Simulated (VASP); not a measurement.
# Mo (Fd-3m) in VASP: settings compared

Mo is run at these levels: PBE, HSE06; tasks: single point.

Everything below comes from runs of VASP 6.6.1. Logs are shortened: lines on timing, memory, paths and dates and some standing lists are left out, and cuts for length are marked.

### 1 The cell of the first run

Symmetry: Fd-3m, No. 227, cubic system. Conventional cell: a = 5.690 Å, b = 5.690 Å, c = 5.690 Å, α = 90.00°, β = 90.00°, γ = 90.00°. Within 3.3 Å of Mo (site symmetry -43m) lie 4 Mo at 2.46 Å.

### 2 Single point, PBE

File INCAR:

```
  PREC = Accurate
  ENCUT = 520
  EDIFF = 1E-6
  ISMEAR = -1
  SIGMA = 0.1
  LREAL = False
  LASPH = True
  NELM = 80
  ALGO = Normal
  ISIF = 2
  LWAVE = False
  LCHARG = True
  GGA = PE
  LELF = True
  LVHAR = True
  NBANDS = 21
```

File KPOINTS:

```
Automatic mesh
0
Gamma
  5 5 5
```

File POSCAR:

```
Mo
1.0
    0.0000000000      2.8451482282      2.8451482282
    2.8451482282      0.0000000000      2.8451482282
    2.8451482282      2.8451482282      0.0000000000
Mo
2
Direct
    0.1250000000      0.1250000000      0.1250000000
    0.8750000000      0.8750000000      0.8750000000
```

Potentials or basis: VASP PAW PBE potentials, release 64 (Mo_sv).

The run is started by

```console
$ cat potpaw_PBE.64/Mo_sv/POTCAR > POTCAR
$ mpirun -np 1 vasp_std > vasp.out
```

OUTCAR:

```text
PREC = Accurate
   ENCUT = 520
   EDIFF = 1E-6
   ISMEAR = -1
   LREAL = False
   LASPH = True
   NELM = 80
   ISIF = 2
   GGA = PE

 ion  position               nearest neighbor table
   1  0.125  0.125  0.125-   2 2.46   2 2.46   2 2.46   2 2.46
   2  0.875  0.875  0.875-   1 2.46   1 2.46   1 2.46   1 2.46

  LATTYP: Found a face centered cubic cell.
 ALAT       =     5.6902964564

  Lattice vectors:

 A1 = (   0.0000000000,   2.8451482282,   2.8451482282)
 A2 = (   2.8451482282,   0.0000000000,   2.8451482282)
 A3 = (   2.8451482282,   2.8451482282,   0.0000000000)

Analysis of symmetry for initial positions (statically):
=====================================================================
 Subroutine PRICEL returns:
 Original cell was already a primitive cell.

 Routine SETGRP: Setting up the symmetry group for a
 face centered cubic supercell.

 Subroutine GETGRP returns: Found 48 space group operations
 (whereof 12 operations were pure point group operations)
 out of a pool of 48 trial point group operations.

The static configuration has the point symmetry D_3d.
 The point group associated with its full space group is O_h .

Analysis of symmetry for dynamics (positions and initial velocities):
=====================================================================
 Subroutine PRICEL returns:
 Original cell was already a primitive cell.

 Routine SETGRP: Setting up the symmetry group for a
 face centered cubic supercell.

 Subroutine GETGRP returns: Found 48 space group operations
 (whereof 12 operations were pure point group operations)
 out of a pool of 48 trial point group operations.

The dynamic configuration has the point symmetry D_3d.
 The point group associated with its full space group is O_h .

 Subroutine INISYM returns: Found 48 space group operations
 (whereof 12 operations are pure point group operations),
 and found     1 'primitive' translations

----------------------------------------------------------------------------------------

                                     Primitive cell

  volume of cell :      46.0622

  direct lattice vectors                    reciprocal lattice vectors
     0.000000000  2.845148228  2.845148228    -0.175737768  0.175737768  0.175737768
     2.845148228  0.000000000  2.845148228     0.175737768 -0.175737768  0.175737768
     2.845148228  2.845148228  0.000000000     0.175737768  0.175737768 -0.175737768
[... 59 lines left out ...]
 SYSTEM =  unknown system
   PREC   = accura    normal or accurate (medium, high low for compatibility)
   ISTART =      0    job   : 0-new  1-cont  2-samecut
   ICHARG =      2    charge: 1-file 2-atom 10-const
   ISPIN  =      1    spin polarized calculation?
   LNONCOLLINEAR =      F non collinear calculations
   LSORBIT =      F    spin-orbit coupling
   LASPH  =      T    aspherical Exc in radial PAW
   ENCUT  =  520.0 eV  38.22 Ry    6.18 a.u.   7.48  7.48  7.48*2*pi/ulx,y,z
   NELM   =     80;   NELMIN=  2; NELMDL= -5     # of ELM steps
   EDIFF  = 0.1E-05   stopping-criterion for ELM
   LREAL  =      F    real-space projection
   EDIFFG = 0.1E-04   stopping-criterion for IOM
   NSW    =      0    number of steps for IOM
   IBRION =     -1    ionic relax: 0-MD 1-quasi-New 2-CG
   NFREE  =      0    steps in history (QN), initial steepest desc. (CG)
   ISIF   =      2    stress and relaxation
   ISYM   =      2    0-nonsym 1-usesym 2-fastsym
   POTIM  = 0.5000    time-step for ionic-motion
   TEBEG  =    0.0;   TEEND  =   0.0 temperature during run
   PSTRESS=    0.0 pullay stress
   NELECT =      28.0000    total number of electrons
   NUPDOWN=      -1.0000    fix difference up-down
   EMIN   =  10.00;   EMAX   =-10.00  energy-range for DOS
   EFERMI =   0.00;   METHOD = LEGACY
   ISMEAR =    -1;   SIGMA  =   0.10  broadening in eV -4-tet -1-fermi 0-gaus
   EFERMI_NEDOS =   21; number of points for ismear=-14 and -15
   IALGO  =     38    algorithm
   IMIX   =      4    mixing-type and parameters
     AMIX     =   0.40;   BMIX     =  1.00
     AMIX_MAG =   1.60;   BMIX_MAG =  1.00
  volume/ion in A,a.u.               =      23.03       155.42
  Fermi-wavevector in a.u.,A,eV,Ry     =   1.386796  2.620665 26.166771  1.923203
  Thomas-Fermi vector in A             =   2.511078
   LORBIT       =      0    0 simple, 1 ext, 2 COOP (PROOUT), +10 PAW based schemes
   GGA     = PE    functional components
[... 5 lines left out ...]
 non-spin polarized calculation
  energy-cutoff  :      520.00
  volume of cell :       46.06
 maximum number of plane-waves:      1252
 NGX is ok and might be reduce to    30
   NGX = 15   NGY = 15   NGZ = 15

 number of electron      28.0000006 magnetization

 Free energy of the ion-electron system (eV)
  ---------------------------------------------------
  ext. energy  EPLUGINS =         0.00000000
  ---------------------------------------------------
  free energy    TOTEN  =       -17.47779916 eV

  energy without entropy =      -17.39874789  energy(sigma->0) =      -17.43827352

 E-fermi :   6.8208     XC(G=0): -10.8493

 val. band max:        6.6582143514   @ k =   0.2000   0.2000   0.0000
 cond. band min:       6.9211534582   @ k =   0.4000   0.0000   0.0000
 fundamental gap:      0.2629391068
 Fermi energy:         6.8208364696

 k-point     1 :       0.0000    0.0000    0.0000
  band No.  band energies     occupation
      1     -53.5966      2.00000
      2     -52.9200      2.00000
      3     -27.9942      2.00000
      4     -27.9942      2.00000
      5     -27.9942      2.00000
      6     -26.8931      2.00000
[... 229 lines left out ...]
     20      12.2796      0.00000
     21      12.6257      0.00000

------------------------ aborting loop because EDIFF is reached ----------------------------------------

  FORCE on cell =-STRESS in cart. coord.  units (eV):
  Direction    XX          YY          ZZ          XY          YZ          ZX
  --------------------------------------------------------------------------------------
  -------------------------------------------------------------------------------------
  Total        0.0031005      0.0031005      0.0031005      0.0000000      0.0000000      0.0000000
  in kB        0.1078428      0.1078428      0.1078428      0.0000000      0.0000000      0.0000000
  external PRESSURE =       0.1078428 kB  Pullay stress =       0.0000000 kB

 VOLUME and BASIS-vectors are now :
 -----------------------------------------------------------------------------
  energy-cutoff  :      520.00
  volume of cell :       46.06
      direct lattice vectors                 reciprocal lattice vectors
     0.000000000  2.845148228  2.845148228    -0.175737768  0.175737768  0.175737768
     2.845148228  0.000000000  2.845148228     0.175737768 -0.175737768  0.175737768
     2.845148228  2.845148228  0.000000000     0.175737768  0.175737768 -0.175737768

 POSITION                                       TOTAL-FORCE (eV/Angst)
 -----------------------------------------------------------------------------------
      0.71129      0.71129      0.71129         0.000000      0.000000      0.000000
      4.97901      4.97901      4.97901        -0.000000     -0.000000     -0.000000
 -----------------------------------------------------------------------------------
    total drift:                               -0.000000      0.000000      0.000000

  FREE ENERGIE OF THE ION-ELECTRON SYSTEM (eV)
  ---------------------------------------------------
  free  energy   TOTEN  =       -17.4777991647 eV

  energy  without entropy=      -17.3987478853  energy(sigma->0) =      -17.43827352
```

OSZICAR:

```text
N       E                     dE             d eps       ncg     rms          rms(c)
DAV:   1     0.304859650438E+03    0.30486E+03   -0.18056E+04   420   0.133E+03
DAV:   2    -0.113531992571E+02   -0.31621E+03   -0.30758E+03   483   0.423E+02
DAV:   3    -0.177002557682E+02   -0.63471E+01   -0.62371E+01   493   0.612E+01
DAV:   4    -0.177448767479E+02   -0.44621E-01   -0.44589E-01   455   0.546E+00
DAV:   5    -0.177453496273E+02   -0.47288E-03   -0.47286E-03   503   0.512E-01    0.126E+01
DAV:   6    -0.175119138787E+02    0.23344E+00   -0.58487E-01   440   0.626E+00    0.510E+00
DAV:   7    -0.174811275462E+02    0.30786E-01   -0.78001E-02   506   0.253E+00    0.123E+00
DAV:   8    -0.174777091586E+02    0.34184E-02   -0.99942E-03   435   0.701E-01    0.130E-01
DAV:   9    -0.174777678710E+02   -0.58712E-04   -0.12901E-04   470   0.920E-02    0.489E-02
DAV:  10    -0.174777996313E+02   -0.31760E-04   -0.22578E-05   435   0.433E-02    0.976E-03
DAV:  11    -0.174777991647E+02    0.46662E-06   -0.64744E-07   305   0.548E-03
   1 F= -.17477799E+02 E0= -.17438274E+02  d E =-.790513E-01
```

stdout:

```text
POSCAR found type information on POSCAR Mo
 POSCAR found :  1 types and       2 ions
 scaLAPACK will be used
 LDA part: xc-table for (Slater+PW92), standard interpolation
 POSCAR, INCAR and KPOINTS ok, starting setup
 FFT: planning ... GRIDC
 FFT: planning ... GRID_SOFT
 FFT: planning ... GRID
 WAVECAR not read
 entering main loop
```

It took 15 s on 1 thread of Intel Xeon Platinum 8259CL at 2.50GHz (Skylake/Cascade Lake), shared host; peak memory 0.16 GiB.

What came out:

```
Free energy            : -17.4778 eV
Pressure               : 0.0 GPa
Band gap on the k mesh : zero (band 14 reaches 7.05 eV, above the bottom of band 15 at 6.66 eV)
```

Caveat: the k points lie up to 0.38 Å⁻¹ apart.

### 3 Single point, HSE06

POSCAR is that of step 2.

File INCAR.step1:

```
SYSTEM = Mo
ALGO = Normal
EDIFF = 1E-5
ENCUT = 520
GGA = PE
ISIF = 2
ISMEAR = -1
LASPH = .True.
LCHARG = .False.
LREAL = .False.
LWAVE = .True.
NBANDS = 21
NELM = 100
PREC = Accurate
SIGMA = 0.1
```

File INCAR.step2:

```
SYSTEM = Mo
ALGO = Normal
EDIFF = 1E-6
ENCUT = 520
GGA = PE
HFSCREEN = 0.2079
ISIF = 2
ISMEAR = -1
ISTART = 1
LASPH = .True.
LCHARG = .False.
LHFCALC = .True.
LREAL = .False.
LWAVE = .False.
NBANDS = 21
NELM = 100
PREC = Accurate
PRECFOCK = Normal
SIGMA = 0.1
```

File KPOINTS:

```
k-points
0
Gamma
  5 5 5
  0 0 0
```

Potentials or basis: VASP PAW PBE potentials, release 64 (Mo_sv).

The run is started by

```console
$ cat potpaw_PBE.64/Mo_sv/POTCAR > POTCAR
$ cp INCAR.step1 INCAR
$ mpirun -np 1 vasp_std > vasp.out
$ cp INCAR.step2 INCAR
$ mpirun -np 1 vasp_std > vasp.out
```

OUTCAR:

```text
SYSTEM = Mo
   EDIFF = 1E-6
   ENCUT = 520
   GGA = PE
   HFSCREEN = 0.2079
   ISIF = 2
   ISMEAR = -1
   ISTART = 1
   LASPH = .True.
   LHFCALC = .True.
   LREAL = .False.
   NELM = 100
   PREC = Accurate
   PRECFOCK = Normal

 ion  position               nearest neighbor table
   1  0.125  0.125  0.125-   2 2.46   2 2.46   2 2.46   2 2.46
   2  0.875  0.875  0.875-   1 2.46   1 2.46   1 2.46   1 2.46

  LATTYP: Found a face centered cubic cell.
 ALAT       =     5.6902964564

[... 421 lines left out ...]

------------------------ aborting loop because EDIFF is reached ----------------------------------------

  FORCE on cell =-STRESS in cart. coord.  units (eV):
  Direction    XX          YY          ZZ          XY          YZ          ZX
  --------------------------------------------------------------------------------------
  -------------------------------------------------------------------------------------
  Total       -1.1714094     -1.1714094     -1.1714094      0.0000000     -0.0000000      0.0000000
  in kB      -40.7450267    -40.7450267    -40.7450267      0.0000000     -0.0000000      0.0000000
  external PRESSURE =     -40.7450267 kB  Pullay stress =       0.0000000 kB

 VOLUME and BASIS-vectors are now :
 -----------------------------------------------------------------------------
  energy-cutoff  :      520.00
  volume of cell :       46.06
      direct lattice vectors                 reciprocal lattice vectors
     0.000000000  2.845148228  2.845148228    -0.175737768  0.175737768  0.175737768
     2.845148228  0.000000000  2.845148228     0.175737768 -0.175737768  0.175737768
     2.845148228  2.845148228  0.000000000     0.175737768  0.175737768 -0.175737768

 POSITION                                       TOTAL-FORCE (eV/Angst)
 -----------------------------------------------------------------------------------
      0.71129      0.71129      0.71129         0.000000     -0.000000      0.000000
      4.97901      4.97901      4.97901        -0.000000      0.000000     -0.000000
 -----------------------------------------------------------------------------------
    total drift:                                0.000000      0.000000     -0.000000

  FREE ENERGIE OF THE ION-ELECTRON SYSTEM (eV)
  ---------------------------------------------------
  free  energy   TOTEN  =       -20.5486941743 eV

  energy  without entropy=      -20.4824862134  energy(sigma->0) =      -20.51559019
```

OUTCAR.step1:

```text
SYSTEM = Mo
   EDIFF = 1E-5
   ENCUT = 520
   GGA = PE
   ISIF = 2
   ISMEAR = -1
   LASPH = .True.
[... 446 lines left out ...]
      0.71129      0.71129      0.71129         0.000000      0.000000      0.000000
      4.97901      4.97901      4.97901        -0.000000     -0.000000     -0.000000
 -----------------------------------------------------------------------------------
    total drift:                               -0.000000      0.000000      0.000000

  FREE ENERGIE OF THE ION-ELECTRON SYSTEM (eV)
  ---------------------------------------------------
  free  energy   TOTEN  =       -17.4777993401 eV

  energy  without entropy=      -17.3987481544  energy(sigma->0) =      -17.43827375
```

Wall time 32 min (1 thread of Intel Xeon Platinum 8488C (Sapphire Rapids), shared host); peak memory 0.27 GiB.

Results:

```yaml
Free_energy: -20.5487 eV
Pressure: -4.1 GPa
Band_gap_on_the_k_mesh: zero (band 14 reaches 6.94 eV, above the bottom of band 15 at 6.56 eV)
```

Levels at points of the mesh, in eV from the Fermi level:
```
           k point  band 12  band 13  band 14  band 15  band 16  band 17
(0.00, 0.00, 0.00)    -1.69    -1.69    -1.69     1.68     1.68     1.68
```

Caveat: the k points lie up to 0.38 Å⁻¹ apart; the PAW data sets were made with another functional, which shifts forces and pressure a little.

(Part 1 of 2 ends here.)
